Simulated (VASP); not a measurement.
# TlAg2S2 (P2_1/c) in VASP: single point with PBE

Aim: the single point of TlAg2S2 with PBE.

Program: VASP 6.6.1. These are calculated values, not measurements. Logs are shortened: lines on timing, memory, paths and dates and some standing lists are left out, and cuts for length are marked.

## (1) The cell of the first run

The structure is monoclinic, space group P2_1/c (No. 14). The conventional cell has a = 4.062 Å, b = 8.050 Å, c = 6.619 Å, α = 90.00°, β = 107.12°, γ = 90.00°. Ag (site symmetry 1) has 5 S at 2.51 to 3.38 Å and 1 Ag at 3.04 Å and 2 Tl at 3.16 to 3.35 Å within 3.4 Å. Within 3.2 Å of Tl (site symmetry -1) lie 2 S at 2.39 Å and 2 Ag at 3.16 Å. S (site symmetry 1) has 1 Tl at 2.39 Å and 4 Ag at 2.51 to 3.15 Å within 3.2 Å.

## (2) Single point, PBE

The input, INCAR:

```
SYSTEM = TlAg2S2
PREC     = Accurate       ! precision mode
ENCUT    = 500            ! plane-wave cutoff, eV
EDIFF    = 1E-6           ! SCF threshold, eV
ISMEAR   = -1             ! smearing method
SIGMA    = 0.1            ! smearing width, eV
LREAL    = .False.        ! projectors in reciprocal space
LASPH    = .True.         ! aspherical terms in the spheres
NELM     = 120            ! most SCF steps
ALGO     = Normal         ! electronic algorithm
ISIF     = 2              ! what is computed and relaxed
LWAVE    = .False.        ! write WAVECAR
LCHARG   = .True.         ! write CHGCAR
GGA      = PE             ! functional
LELF     = .True.         ! ELF
LVHAR    = .True.       
NBANDS   = 58             ! bands
GGA_COMPAT= .False.
```

The input, KPOINTS:

```
regular mesh
0
Gamma
  5 3 3
  0 0 0
```

The input, POSCAR:

```
TlAg2S2
1.0
    4.0623110000      0.0000000000      0.0000000000
    0.0000000000      8.0504030000      0.0000000000
   -1.9483180000      0.0000000000      6.3252630000
Ag Tl S
4 2 4
Direct
    0.6297000000      0.1511000000      0.4081000000
    0.3703000000      0.6511000000      0.0919000000
    0.3703000000      0.8489000000      0.5919000000
    0.6297000000      0.3489000000      0.9081000000
    0.0000000000      0.0000000000      0.0000000000
    0.0000000000      0.5000000000      0.5000000000
    0.2014000000      0.3705000000      0.2338000000
    0.7986000000      0.8705000000      0.2662000000
    0.7986000000      0.6295000000      0.7662000000
    0.2014000000      0.1295000000      0.7338000000
```

Potentials or basis: VASP PAW PBE potentials, release 64 (Ag, Tl_d, S).

Started as:

```
$ cat potpaw_PBE.64/Ag/POTCAR potpaw_PBE.64/Tl_d/POTCAR potpaw_PBE.64/S/POTCAR > POTCAR
$ mpirun -np 1 vasp_std > vasp.out
```

OUTCAR:

```text
SYSTEM = TlAg2S2
   PREC = Accurate
   ENCUT = 500
   EDIFF = 1E-6
   ISMEAR = -1
   LREAL = .False.
   LASPH = .True.
   NELM = 120
   ISIF = 2
   GGA = PE

 ion  position               nearest neighbor table
   1  0.630  0.151  0.408-   7 2.51   8 2.61  10 2.67   3 3.04  10 3.15   6 3.16   5 3.35   5 3.66

   2  0.370  0.651  0.092-   8 2.51   7 2.61   9 2.67   4 3.04   9 3.15   5 3.16   6 3.35   6 3.66

   3  0.370  0.849  0.592-   9 2.51  10 2.61   8 2.67   1 3.04   8 3.15   6 3.16   5 3.35   5 3.66

   4  0.630  0.349  0.908-  10 2.51   9 2.61   7 2.67   2 3.04   7 3.15   5 3.16   6 3.35   6 3.66

   5  0.000  0.000  0.000-   8 2.39  10 2.39   2 3.16   4 3.16   9 3.35   7 3.35   1 3.35   3 3.35
                             8 3.37  10 3.37   3 3.66   1 3.66
   6  0.000  0.500  0.500-   7 2.39   9 2.39   1 3.16   3 3.16   8 3.35  10 3.35   4 3.35   2 3.35
                             9 3.37   7 3.37   2 3.66   4 3.66
   7  0.201  0.370  0.234-   6 2.39   1 2.51   2 2.61   4 2.67   4 3.15   5 3.35   6 3.37
   8  0.799  0.870  0.266-   5 2.39   2 2.51   1 2.61   3 2.67   3 3.15   6 3.35   5 3.37
   9  0.799  0.630  0.766-   6 2.39   3 2.51   4 2.61   2 2.67   2 3.15   5 3.35   6 3.37
  10  0.201  0.130  0.734-   5 2.39   4 2.51   3 2.61   1 2.67   1 3.15   6 3.35   5 3.37

  LATTYP: Found a simple monoclinic cell.
 ALAT       =     4.0623110000
 B/A-ratio  =     1.9817298577
 C/A-ratio  =     1.6292515892
 COS(beta)  =    -0.2943733707

  Lattice vectors:

 A1 = (   4.0623110000,   0.0000000000,   0.0000000000)
 A2 = (   0.0000000000,   8.0504030000,   0.0000000000)
 A3 = (  -1.9483180000,   0.0000000000,   6.3252630000)

Analysis of symmetry for initial positions (statically):
=====================================================================
 Subroutine PRICEL returns:
 Original cell was already a primitive cell.

 Routine SETGRP: Setting up the symmetry group for a
 simple monoclinic supercell.

 Subroutine GETGRP returns: Found  4 space group operations
 (whereof  2 operations were pure point group operations)
 out of a pool of  4 trial point group operations.

The static configuration has the point symmetry S_2 .
 The point group associated with its full space group is C_2h.

Analysis of symmetry for dynamics (positions and initial velocities):
=====================================================================
 Subroutine PRICEL returns:
 Original cell was already a primitive cell.

 Routine SETGRP: Setting up the symmetry group for a
 simple monoclinic supercell.

 Subroutine GETGRP returns: Found  4 space group operations
[... 121 lines left out ...]
   PSTRESS=    0.0 pullay stress
   NELECT =      94.0000    total number of electrons
   NUPDOWN=      -1.0000    fix difference up-down
   EMIN   =  10.00;   EMAX   =-10.00  energy-range for DOS
   EFERMI =   0.00;   METHOD = LEGACY
   ISMEAR =    -1;   SIGMA  =   0.10  broadening in eV -4-tet -1-fermi 0-gaus
   EFERMI_NEDOS =   21; number of points for ismear=-14 and -15
   IALGO  =     38    algorithm
   IMIX   =      4    mixing-type and parameters
     AMIX     =   0.40;   BMIX     =  1.00
     AMIX_MAG =   1.60;   BMIX_MAG =  1.00
  volume/ion in A,a.u.               =      20.69       139.59
  Fermi-wavevector in a.u.,A,eV,Ry     =   1.258619  2.378445 21.553289  1.584122
  Thomas-Fermi vector in A             =   2.392220
   LORBIT       =      0    0 simple, 1 ext, 2 COOP (PROOUT), +10 PAW based schemes
   GGA     = PE    functional components
   LHFCALC =     F    Hartree Fock is set to
   AEXX    =    0.0000 exact exchange contribution
   IVDW    =     0    specifies the selected vdW correction
   LEPSILON=     F    determine dielectric tensor
   LRPA    =     F    only Hartree local field effects (RPA)
 non-spin polarized calculation
  energy-cutoff  :      500.00
  volume of cell :      206.86
 maximum number of plane-waves:      5277
 NGX is ok and might be reduce to    30
   NGX = 15   NGY = 29   NGZ = 25

 number of electron      93.9999993 magnetization

 Free energy of the ion-electron system (eV)
  ---------------------------------------------------
  ext. energy  EPLUGINS =         0.00000000
  ---------------------------------------------------
  free energy    TOTEN  =       -30.37484426 eV

  energy without entropy =      -30.23211247  energy(sigma->0) =      -30.30347837

 E-fermi :   7.0857     XC(G=0): -10.5850

 val. band max:        7.0397933394   @ k =   0.0000   0.3333   0.3333
 cond. band min:       7.1255035403   @ k =   0.2000   0.0000   0.3333
 fundamental gap:      0.0857102009
 Fermi energy:         7.0856854987

 k-point     1 :       0.0000    0.0000    0.0000
  band No.  band energies     occupation
      1      -7.9513      2.00000
      2      -7.6238      2.00000
      3      -6.6836      2.00000
      4      -6.5116      2.00000
      5      -5.2664      2.00000
      6      -5.2557      2.00000
[... 965 lines left out ...]
     57      11.7906      0.00000
     58      12.3123      0.00000

------------------------ aborting loop because EDIFF is reached ----------------------------------------

  FORCE on cell =-STRESS in cart. coord.  units (eV):
  Direction    XX          YY          ZZ          XY          YZ          ZX
  --------------------------------------------------------------------------------------
  -------------------------------------------------------------------------------------
  Total        8.9837080      5.6684989     13.5440951      0.0000000      0.0000000     -9.7621786
  in kB       69.5819880     43.9045234    104.9037949      0.0000000      0.0000000    -75.6115171
  external PRESSURE =      72.7967688 kB  Pullay stress =       0.0000000 kB

 VOLUME and BASIS-vectors are now :
 -----------------------------------------------------------------------------
  energy-cutoff  :      500.00
  volume of cell :      206.86
      direct lattice vectors                 reciprocal lattice vectors
     4.062311000  0.000000000  0.000000000     0.246165299  0.000000000  0.075824244
     0.000000000  8.050403000  0.000000000     0.000000000  0.124217384  0.000000000
    -1.948318000  0.000000000  6.325263000     0.000000000  0.000000000  0.158096193

 POSITION                                       TOTAL-FORCE (eV/Angst)
 -----------------------------------------------------------------------------------
      1.76293      1.21642      2.58134        -0.091384     -0.121836      0.103871
      1.32522      5.24162      0.58129         0.091384     -0.121836     -0.103871
      0.35106      6.83399      3.74392         0.091384      0.121836     -0.103871
      0.78877      2.80879      5.74397        -0.091384      0.121836      0.103871
      0.00000      0.00000      0.00000         0.000000      0.000000      0.000000
     -0.97416      4.02520      3.16263         0.000000      0.000000      0.000000
      0.36263      2.98267      1.47885         1.431923     -0.907687     -1.786359
      2.72552      7.00788      1.68379        -1.431923     -0.907687      1.786359
      1.75136      5.06773      4.84642        -1.431923      0.907687      1.786359
     -0.61153      1.04253      4.64148         1.431923      0.907687     -1.786359
 -----------------------------------------------------------------------------------
    total drift:                                0.000000      0.000000      0.000000

  FREE ENERGIE OF THE ION-ELECTRON SYSTEM (eV)
  ---------------------------------------------------
  free  energy   TOTEN  =       -30.3748442608 eV

  energy  without entropy=      -30.2321124743  energy(sigma->0) =      -30.30347837
```

OSZICAR:

```text
N       E                     dE             d eps       ncg     rms          rms(c)
DAV:   1     0.604077345351E+03    0.60408E+03   -0.45776E+04  1856   0.147E+03
DAV:   2     0.225724291288E+01   -0.60182E+03   -0.57636E+03  2016   0.335E+02
DAV:   3    -0.320601295668E+02   -0.34317E+02   -0.33475E+02  2232   0.728E+01
DAV:   4    -0.327110752561E+02   -0.65095E+00   -0.64564E+00  2020   0.100E+01
DAV:   5    -0.327224728167E+02   -0.11398E-01   -0.11390E-01  2116   0.136E+00    0.243E+01
DAV:   6    -0.303497743211E+02    0.23727E+01   -0.74438E+00  2082   0.189E+01    0.166E+01
DAV:   7    -0.304211070407E+02   -0.71333E-01   -0.27137E+00  1984   0.695E+00    0.647E+00
DAV:   8    -0.303790317485E+02    0.42075E-01   -0.10062E-01  1994   0.147E+00    0.154E+00
DAV:   9    -0.303746890695E+02    0.43427E-02   -0.26900E-02  2028   0.774E-01    0.449E-01
DAV:  10    -0.303747754446E+02   -0.86375E-04   -0.78466E-04  2042   0.122E-01    0.405E-01
DAV:  11    -0.303748334836E+02   -0.58039E-04   -0.21433E-04  2054   0.733E-02    0.711E-02
DAV:  12    -0.303748454570E+02   -0.11973E-04   -0.41889E-05  2026   0.265E-02    0.550E-02
DAV:  13    -0.303748444440E+02    0.10130E-05   -0.35086E-06  1766   0.852E-03    0.352E-02
DAV:  14    -0.303748442608E+02    0.18319E-06   -0.29506E-06  1608   0.790E-03
   1 F= -.30374844E+02 E0= -.30303478E+02  d E =-.142732E+00
```

Wall time 5.8 min (1 thread of Intel Xeon 8259CL, shared host); peak memory 0.37 GiB.

What came out:

```
Free energy            : -30.3748 eV
Pressure               : 7.3 GPa
Largest force          : 2.463 eV/Å
Band gap on the k mesh : zero (bands 47 and 48 overlap by 0.32 eV)
```

Forces in eV/Å, atoms in the order of the input:
```
Ag  -0.091 -0.122  0.104
Ag   0.091 -0.122 -0.104
Ag   0.091  0.122 -0.104
Ag  -0.091  0.122  0.104
Tl   0.000  0.000  0.000
Tl   0.000  0.000  0.000
S    1.432 -0.908 -1.786
S   -1.432 -0.908  1.786
S   -1.432  0.908  1.786
S    1.432  0.908 -1.786
```

Caveat: the stress differs along the axes, from 4 to 10 GPa; spin-orbit coupling is left out, which moves the levels of the heavy elements; forces of over 1 eV/Å act on the atoms, so gaps and moduli don't describe the material at rest.

The gap in the log of VASP goes by the Fermi energy; the results here count the filled bands.